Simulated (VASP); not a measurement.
The system is SrCl2.

```
CELL_PARAMETERS angstrom
0.00000 3.48835 3.48835
3.48835 0.00000 3.48835
3.48835 3.48835 0.00000
ATOMIC_POSITIONS crystal
Sr 0.00000 0.00000 0.00000
Cl 0.75000 0.75000 0.75000
Cl 0.25000 0.25000 0.25000
```

Program: VASP 6.6.1. Alike in all runs: potentials or basis VASP PAW PBE potentials, release 64 (Sr_sv, Cl); no spin polarisation; cell as given; cutoff (eV) 520.

Problem. Order these runs on this cell by their band gap on the k mesh, lowest first.
A. level PBE; k mesh 7 × 7 × 7; smearing gaussian 0.01 eV
B. level PBEsol; k mesh 7 × 7 × 7; smearing fermi-dirac 0.05 eV
C. level PBE-based screened hybrid with 25 % exact exchange; k mesh 4 × 4 × 4; smearing fermi-dirac 0.05 eV; grid for exact exchange (PRECFOCK) Normal; share of exact exchange 0.25; screening parameter 0.20787 1/Å
D. level PBE-based screened hybrid with 35 % exact exchange; k mesh 4 × 4 × 4; smearing fermi-dirac 0.05 eV; grid for exact exchange (PRECFOCK) Normal; share of exact exchange 0.35; screening parameter 0.20787 1/Å

Solution. B (5.17 eV), A (5.37 eV), C (6.62 eV), D (7.14 eV).

Caveats: an odd mesh through Γ misses points on the zone boundary, where band edges can lie (at least some runs).

A k mesh can miss the band edges, odd and even meshes differently.
